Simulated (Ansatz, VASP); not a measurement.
One calculation of TiC, two programs

```xyz
2
Lattice="0.0000 2.1965 2.0991 2.1965 0.0000 2.0991 2.1965 2.1965 0.0000" Properties=species:S:1:pos:R:3 pbc="T T T"
Ti    0.0000    0.0000    0.0000
C     2.1965    2.1965    2.0991
```

Change from the starting cell: strain +0.015 along x and y, -0.030 along z, atoms carried along.

Alike in both runs: task single point; functional PBE; k mesh 18 × 18 × 18; occupations gaussian, width 0.15 eV; no spin polarisation.

```csv
,VASP,Ansatz
version,VASP 6.6.1,Ansatz 0.2.0
potentials or method,"VASP PAW PBE potentials, release 64 (Ti_sv, C), cutoff 520 eV","scalar-relativistic, plane waves, PAW"
valence electrons in the cell,16,16
```

VASP gave:

```
gap on the k mesh at the Fermi level (eV)                     : none
pressure (GPa)                                                : 2.2
traceless stress, the component that is largest in VASP (GPa) : 13.05
```

Task: Estimate Ansatz's values.

Result: gap on the k mesh at the Fermi level (eV): none; pressure (GPa): 2.0; traceless stress, the component that is largest in VASP (GPa): 12.97.

A gap of «none» marks a metal or a gap that the smearing closes. With one functional, cell and mesh, what is left measures potentials, basis and numerics.
